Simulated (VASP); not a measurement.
# ZnSe (F-43m) in VASP: notebook, part 2 of 2

VASP 6.6.1. The steps go on from the part before.

### 3 Dielectric tensor, r2SCAN (strain -2.0%)

Contents of INCAR:

```
SYSTEM = ZnSe
PREC = Accurate
ENCUT = 520
EDIFF = 1E-8
ISMEAR = 0
SIGMA = 0.01
LREAL = .FALSE.
LASPH = .TRUE.
NELM = 60
ALGO = Normal
ISIF = 2
LWAVE = .FALSE.
LCHARG = .FALSE.
METAGGA = R2SCAN
LMIXTAU = .TRUE.
LCALCEPS = .TRUE.
```

Contents of KPOINTS:

```
Automatic mesh
0
G
  6 6 6
  0 0 0
```

Contents of POSCAR:

```
ZnSe
1.0
    0.0000000000      2.7757722707      2.7757722707
    2.7757722707      0.0000000000      2.7757722707
    2.7757722707      2.7757722707      0.0000000000
Zn Se
1 1
Direct
    0.0000000000      0.0000000000      0.0000000000
    0.2500000000      0.2500000000      0.2500000000
```

Potentials or basis: VASP PAW PBE potentials, release 64 (Zn, Se).

Started as:

```sh
> cat potpaw_PBE.64/Zn/POTCAR potpaw_PBE.64/Se/POTCAR > POTCAR
> mpirun -np 1 vasp_std > vasp.out
```

OUTCAR:

```text
SYSTEM = ZnSe
   PREC = Accurate
   ENCUT = 520
   EDIFF = 1E-8
   ISMEAR = 0
   LREAL = .FALSE.
   LASPH = .TRUE.
   NELM = 60
   ISIF = 2
   METAGGA = R2SCAN

 ion  position               nearest neighbor table
   1  0.000  0.000  0.000-   2 2.40   2 2.40   2 2.40   2 2.40
   2  0.250  0.250  0.250-   1 2.40   1 2.40   1 2.40   1 2.40

  LATTYP: Found a face centered cubic cell.
 ALAT       =     5.5515445414

  Lattice vectors:

 A1 = (   0.0000000000,   2.7757722707,   2.7757722707)
 A2 = (   2.7757722707,   0.0000000000,   2.7757722707)
 A3 = (   2.7757722707,   2.7757722707,   0.0000000000)

Analysis of symmetry for initial positions (statically):
=====================================================================
 Subroutine PRICEL returns:
 Original cell was already a primitive cell.

 Routine SETGRP: Setting up the symmetry group for a
 face centered cubic supercell.

 Subroutine GETGRP returns: Found 24 space group operations
 (whereof 24 operations were pure point group operations)
 out of a pool of 48 trial point group operations.

The static configuration has the point symmetry T_d .

Analysis of symmetry for dynamics (positions and initial velocities):
=====================================================================
 Subroutine PRICEL returns:
 Original cell was already a primitive cell.

 Routine SETGRP: Setting up the symmetry group for a
 face centered cubic supercell.

 Subroutine GETGRP returns: Found 24 space group operations
 (whereof 24 operations were pure point group operations)
 out of a pool of 48 trial point group operations.

The dynamic configuration has the point symmetry T_d .

 Subroutine INISYM returns: Found 24 space group operations
[... 520 lines left out ...]
      6      -4.5852      2.00000
      7      -1.7794      2.00000
      8       0.4513      2.00000
      9       0.5454      2.00000
     10   10000.0000      0.00000
     11   10000.0000      0.00000
     12   10000.0000      0.00000
     13   10000.0000      0.00000

 [... further k-points ...]

------------------------ aborting loop because EDIFF is reached ----------------------------------------

            Ionic dipole moment: p[ion]=(     8.32732     8.32732     8.32732 ) |e| Angst

 Total electronic dipole moment: p[elc]=(     0.00854     0.00854     0.02079 ) |e| Angst

 MACROSCOPIC STATIC DIELECTRIC TENSOR (including local field effects)
 ------------------------------------------------------
           6.185992    -0.000000    -0.000000
          -0.000000     6.185992     0.000000
          -0.000000     0.000000     6.185992
 ------------------------------------------------------

 PIEZOELECTRIC TENSOR (including local field effects) (e Angst)
          XX          YY          ZZ          XY          YZ          ZX
  --------------------------------------------------------------------------------
  x     0.00000    -0.00000    -0.00000    -0.00000    -1.75964     0.00000
  y     0.00000    -0.00000     0.00000    -0.00000    -0.00000    -1.75964
  z     0.00000     0.00000    -0.00000    -1.75964    -0.00000     0.00000

 PIEZOELECTRIC TENSOR (including local field effects) (C/m^2)
          XX          YY          ZZ          XY          YZ          ZX
  --------------------------------------------------------------------------------
  x     0.00000    -0.00000    -0.00000    -0.00000    -0.65910     0.00000
  y     0.00000    -0.00000     0.00000    -0.00000    -0.00000    -0.65910
  z     0.00000     0.00000    -0.00000    -0.65910    -0.00000     0.00000

 BORN EFFECTIVE CHARGES (including local field effects) (in |e|, cummulative output)
 ---------------------------------------------------------------------------------
 ion    1
    1     1.95840     0.00000     0.00000
    2     0.00000     1.95840     0.00000
    3    -0.00000    -0.00000     1.95840
 ion    2
    1    -1.95840    -0.00000     0.00000
    2    -0.00000    -1.95840    -0.00000
    3    -0.00000     0.00000    -1.95840

  FORCE on cell =-STRESS in cart. coord.  units (eV):
  Direction    XX          YY          ZZ          XY          YZ          ZX
  --------------------------------------------------------------------------------------
  -------------------------------------------------------------------------------------
  Total        1.2611132      1.2611132      1.2611132     -0.0000000      0.0000000     -0.0000000
  in kB       47.2370936     47.2370936     47.2370936     -0.0000000      0.0000000     -0.0000000
  external PRESSURE =      47.2370936 kB  Pullay stress =       0.0000000 kB

 VOLUME and BASIS-vectors are now :
 -----------------------------------------------------------------------------
  energy-cutoff  :      520.00
  volume of cell :       42.77
      direct lattice vectors                 reciprocal lattice vectors
     0.000000000  2.775772271  2.775772271    -0.180130051  0.180130051  0.180130051
     2.775772271  0.000000000  2.775772271     0.180130051 -0.180130051  0.180130051
     2.775772271  2.775772271  0.000000000     0.180130051  0.180130051 -0.180130051

 POSITION                                       TOTAL-FORCE (eV/Angst)
 -----------------------------------------------------------------------------------
      0.00000      0.00000      0.00000         0.000000      0.000000      0.000000
      1.38789      1.38789      1.38789        -0.000000     -0.000000     -0.000000
 -----------------------------------------------------------------------------------
    total drift:                                0.000029      0.000029      0.000029

  FREE ENERGIE OF THE ION-ELECTRON SYSTEM (eV)
  ---------------------------------------------------
  free  energy   TOTEN  =       -24.8678469504 eV

  energy  without entropy=      -24.8678469504  energy(sigma->0) =      -24.86784695
```

It took 17 min on 1 thread of Intel Xeon 6975P-C (Granite Rapids), shared host; peak memory 0.31 GiB.

Results:

```yaml
Band_gap_on_the_k_mesh: 2.14 eV
Electronic_dielectric_tensor_diagonal: 6.19
Born_charges_mean_of_the_diagonal: Zn +1.96; Se -1.96 e
```

Electronic dielectric tensor:
```
6.19 0.00 0.00
0.00 6.19 0.00
0.00 0.00 6.19
```

Born effective charge tensors (e):
atom 1, Zn
```
1.96 0.00 0.00
0.00 1.96 0.00
0.00 0.00 1.96
```
atom 2, Se
```
-1.96  0.00  0.00
 0.00 -1.96  0.00
 0.00  0.00 -1.96
```

Dipole moments of the cell (e·Å, modulo the quantum): ionic 8.327, 8.327, 8.327; electronic 0.009, 0.009, 0.021

Caveat: the cell differs from its parent crystal (strain -2.0%); the PAW data sets were made with another functional, which shifts forces and pressure a little.

### 4 Dielectric tensor, r2SCAN (strain -1.0%)

Changes to INCAR since step 3:

```diff
@@ -8,3 +8,3 @@
 LASPH = .TRUE.
-NELM = 60
+NELM = 100
 ALGO = Normal
```

Contents of KPOINTS:

```
regular mesh
0
G
  6 6 6
  0 0 0
```

Contents of POSCAR:

```
ZnSe
1.0
    0.0000000000      2.8040964775      2.8040964775
    2.8040964775      0.0000000000      2.8040964775
    2.8040964775      2.8040964775      0.0000000000
Zn Se
1 1
Direct
    0.0000000000      0.0000000000      0.0000000000
    0.2500000000      0.2500000000      0.2500000000
```

Potentials or basis: VASP PAW PBE potentials, release 64 (Zn, Se).

Started as:

```sh
> cat potpaw_PBE.64/Zn/POTCAR potpaw_PBE.64/Se/POTCAR > POTCAR
> mpirun -np 1 vasp_std > vasp.out
```

OUTCAR:

```text
SYSTEM = ZnSe
   PREC = Accurate
   ENCUT = 520
   EDIFF = 1E-8
   ISMEAR = 0
   LREAL = .FALSE.
   LASPH = .TRUE.
   NELM = 100
   ISIF = 2
   METAGGA = R2SCAN

 ion  position               nearest neighbor table
   1  0.000  0.000  0.000-   2 2.43   2 2.43   2 2.43   2 2.43
   2  0.250  0.250  0.250-   1 2.43   1 2.43   1 2.43   1 2.43

  LATTYP: Found a face centered cubic cell.
 ALAT       =     5.6081929550

  Lattice vectors:

 A1 = (   0.0000000000,   2.8040964775,   2.8040964775)
 A2 = (   2.8040964775,   0.0000000000,   2.8040964775)
[... 598 lines left out ...]
    3    -0.00000    -0.00000    -2.00550

  FORCE on cell =-STRESS in cart. coord.  units (eV):
  Direction    XX          YY          ZZ          XY          YZ          ZX
  --------------------------------------------------------------------------------------
  -------------------------------------------------------------------------------------
  Total        0.6247023      0.6247023      0.6247023      0.0000000      0.0000000      0.0000000
  in kB       22.6973316     22.6973316     22.6973316      0.0000000      0.0000000      0.0000000
  external PRESSURE =      22.6973316 kB  Pullay stress =       0.0000000 kB

 VOLUME and BASIS-vectors are now :
 -----------------------------------------------------------------------------
  energy-cutoff  :      520.00
  volume of cell :       44.10
      direct lattice vectors                 reciprocal lattice vectors
     0.000000000  2.804096477  2.804096477    -0.178310555  0.178310555  0.178310555
     2.804096477  0.000000000  2.804096477     0.178310555 -0.178310555  0.178310555
     2.804096477  2.804096477  0.000000000     0.178310555  0.178310555 -0.178310555

 POSITION                                       TOTAL-FORCE (eV/Angst)
 -----------------------------------------------------------------------------------
      0.00000      0.00000      0.00000         0.000000      0.000000      0.000000
      1.40205      1.40205      1.40205        -0.000000     -0.000000     -0.000000
 -----------------------------------------------------------------------------------
    total drift:                                0.000029      0.000029      0.000029

  FREE ENERGIE OF THE ION-ELECTRON SYSTEM (eV)
  ---------------------------------------------------
  free  energy   TOTEN  =       -24.8959952895 eV

  energy  without entropy=      -24.8959952895  energy(sigma->0) =      -24.89599529
```

OSZICAR:

```text
N       E                     dE             d eps       ncg     rms          rms(c)
DAV:   1     0.701630470159E+02    0.70163E+02   -0.93441E+03   416   0.162E+03
DAV:   2    -0.215069069313E+02   -0.91670E+02   -0.85730E+02   441   0.288E+02
[... 13 lines left out ...]
DMP:  10    -0.248959951352E+02   -0.12835E-06   -0.10227E-06   884   0.174E-06   0.157E-06
DMP:  11    -0.248959952044E+02   -0.69175E-07   -0.58300E-07   884   0.976E-07   0.927E-07
DMP:  12    -0.248959952453E+02   -0.40889E-07   -0.33555E-07   884   0.529E-07   0.597E-07
DMP:  13    -0.248959952693E+02   -0.23967E-07   -0.18219E-07   884   0.271E-07   0.355E-07
DMP:  14    -0.248959952822E+02   -0.12942E-07   -0.99068E-08   884   0.146E-07   0.195E-07
DMP:  15    -0.248959952895E+02   -0.73376E-08   -0.56319E-08   884   0.813E-08   0.115E-07
   1 F= -.24895995E+02 E0= -.24895995E+02  d E =-.899137E-13
```

stdout:

```text
POSCAR found type information on POSCAR ZnSe
 POSCAR found :  2 types and       2 ions
 scaLAPACK will be used
 -----------------------------------------------------------------------------
|                                                                             |
[... 111 lines left out ...]
 p_tot=(  0.842E+01  0.842E+01  0.843E+01 )
dp_tot=(  0.910E-05  0.929E-05  0.127E-01 )  diag[e(oo)]=(    ---      ---    6.20992 )
 p_tot=(  0.842E+01  0.842E+01  0.843E+01 )
dp_tot=(  0.910E-05  0.930E-05  0.127E-01 )  diag[e(oo)]=(    ---      ---    6.20707 )
 final diagonalization full
 p_tot=(  0.842E+01  0.842E+01  0.843E+01 )
dp_tot=(  0.912E-05  0.931E-05  0.127E-01 )  diag[e(oo)]=(    ---      ---    6.20703 )
```

It took 17 min on 1 thread of Intel Xeon 6975P-C (Granite Rapids), shared host; peak memory 0.32 GiB.

Results:

- Band gap on the k mesh: 2.01 eV
- Electronic dielectric tensor (diagonal): 6.21
- Born charges (mean of the diagonal): Zn +2.01; Se -2.01 e

Electronic dielectric tensor:
```
6.21 0.00 0.00
0.00 6.21 0.00
0.00 0.00 6.21
```

Born effective charge tensors (e):
atom 1, Zn
```
2.01 0.00 0.00
0.00 2.01 0.00
0.00 0.00 2.01
```
atom 2, Se
```
-2.01  0.00  0.00
 0.00 -2.01  0.00
 0.00  0.00 -2.01
```

Dipole moments of the cell (e·Å, modulo the quantum): ionic 8.412, 8.412, 8.412; electronic 0.010, 0.010, 0.023

Caveat: the cell differs from its parent crystal (strain -1.0%); the PAW data sets were made with another functional, which shifts forces and pressure a little.

### 5 Dielectric tensor, r2SCAN

This run uses another cell than the first one, of 22.72 Å³/atom.

Contents of INCAR:

```
SYSTEM = ZnSe
  ALGO = Normal
  EDIFF = 1E-8
  ENCUT = 520
  ISIF = 2
  ISMEAR = 0
  LASPH = .True.
  LCALCEPS = .True.
  LCHARG = .False.
  LMIXTAU = .True.
  LREAL = .False.
  LWAVE = .False.
  METAGGA = R2SCAN
  NELM = 100
  PREC = Accurate
  SIGMA = 0.01
```

Contents of KPOINTS:

```
k-points
0
Gamma
  6 6 6
  0 0 0
```

Contents of POSCAR:

```
ZnSe
1.0
    0.0000000000      2.8324206844      2.8324206844
    2.8324206844      0.0000000000      2.8324206844
    2.8324206844      2.8324206844      0.0000000000
Zn Se
1 1
Direct
    0.0000000000      0.0000000000      0.0000000000
    0.2500000000      0.2500000000      0.2500000000
```

Potentials or basis: VASP PAW PBE potentials, release 64 (Zn, Se).

Started as:

```sh
> cat potpaw_PBE.64/Zn/POTCAR potpaw_PBE.64/Se/POTCAR > POTCAR
> mpirun -np 1 vasp_std > vasp.out
```

OUTCAR:

```text
SYSTEM = ZnSe
   EDIFF = 1E-8
   ENCUT = 520
   ISIF = 2
   ISMEAR = 0
   LASPH = .True.
   LREAL = .False.
   METAGGA = R2SCAN
   NELM = 100
   PREC = Accurate

 ion  position               nearest neighbor table
   1  0.000  0.000  0.000-   2 2.45   2 2.45   2 2.45   2 2.45
   2  0.250  0.250  0.250-   1 2.45   1 2.45   1 2.45   1 2.45

  LATTYP: Found a face centered cubic cell.
 ALAT       =     5.6648413688

  Lattice vectors:

 A1 = (   0.0000000000,   2.8324206844,   2.8324206844)
 A2 = (   2.8324206844,   0.0000000000,   2.8324206844)
[... 598 lines left out ...]
    3     0.00000     0.00000    -2.05074

  FORCE on cell =-STRESS in cart. coord.  units (eV):
  Direction    XX          YY          ZZ          XY          YZ          ZX
  --------------------------------------------------------------------------------------
  -------------------------------------------------------------------------------------
  Total        0.0395328      0.0395328      0.0395328     -0.0000000      0.0000000     -0.0000000
  in kB        1.3936842      1.3936842      1.3936842     -0.0000000      0.0000000     -0.0000000
  external PRESSURE =       1.3936842 kB  Pullay stress =       0.0000000 kB

 VOLUME and BASIS-vectors are now :
 -----------------------------------------------------------------------------
  energy-cutoff  :      520.00
  volume of cell :       45.45
      direct lattice vectors                 reciprocal lattice vectors
     0.000000000  2.832420684  2.832420684    -0.176527450  0.176527450  0.176527450
     2.832420684  0.000000000  2.832420684     0.176527450 -0.176527450  0.176527450
     2.832420684  2.832420684  0.000000000     0.176527450  0.176527450 -0.176527450

 POSITION                                       TOTAL-FORCE (eV/Angst)
 -----------------------------------------------------------------------------------
      0.00000      0.00000      0.00000        -0.000000     -0.000000     -0.000000
      1.41621      1.41621      1.41621         0.000000      0.000000      0.000000
 -----------------------------------------------------------------------------------
    total drift:                                0.000022      0.000022      0.000022

  FREE ENERGIE OF THE ION-ELECTRON SYSTEM (eV)
  ---------------------------------------------------
  free  energy   TOTEN  =       -24.9054377529 eV

  energy  without entropy=      -24.9054377529  energy(sigma->0) =      -24.90543775
```

stdout:

```text
POSCAR found type information on POSCAR ZnSe
 POSCAR found :  2 types and       2 ions
 scaLAPACK will be used
 -----------------------------------------------------------------------------
|                                                                             |
[... 111 lines left out ...]
 p_tot=(  0.851E+01  0.851E+01  0.852E+01 )
dp_tot=(  0.586E-05  0.597E-05  0.132E-01 )  diag[e(oo)]=(    ---      ---    6.23826 )
 p_tot=(  0.851E+01  0.851E+01  0.852E+01 )
dp_tot=(  0.593E-05  0.603E-05  0.132E-01 )  diag[e(oo)]=(    ---      ---    6.23633 )
 final diagonalization full
 p_tot=(  0.851E+01  0.851E+01  0.852E+01 )
dp_tot=(  0.619E-05  0.629E-05  0.132E-01 )  diag[e(oo)]=(    ---      ---    6.23676 )
```

Run time: 17 min. Hardware: 1 thread of Intel Xeon 6975P-C (Granite Rapids), shared host; peak memory 0.31 GiB.

What came out:

```
Band gap on the k mesh                  : 1.87 eV
Electronic dielectric tensor (diagonal) : 6.24
Born charges (mean of the diagonal)     : Zn +2.05; Se -2.05 e
```

Electronic dielectric tensor:
```
6.24 0.00 0.00
0.00 6.24 0.00
0.00 0.00 6.24
```

Born effective charge tensors (e):
atom 1, Zn
```
2.05 0.00 0.00
0.00 2.05 0.00
0.00 0.00 2.05
```
atom 2, Se
```
-2.05  0.00  0.00
 0.00 -2.05  0.00
 0.00  0.00 -2.05
```

Dipole moments of the cell (e·Å, modulo the quantum): ionic 8.497, 8.497, 8.497; electronic 0.011, 0.011, 0.024

Caveat: the PAW data sets were made with another functional, which shifts forces and pressure a little.

### 6 Summary

| cell | gap on the mesh (eV) |
| --- | --- |
| a = 3.885 Å, angles 60.0°, 2 atoms | 2.28 |
| a = 3.926 Å, angles 60.0°, 2 atoms | 2.14 |
| a = 3.966 Å, angles 60.0°, 2 atoms | 2.01 |
| a = 4.006 Å, angles 60.0°, 2 atoms | 1.87 |

Alike in all rows: task dielectric tensor; level r2SCAN; potentials or basis VASP PAW PBE potentials, release 64 (Zn, Se); no spin polarisation; k mesh 6 × 6 × 6; cutoff (eV) 520; smearing gaussian 0.01 eV.

Caveats: the PAW data sets were made with another functional, which shifts forces and pressure a little.

Absolute energies hang on the potentials; compare differences alone.
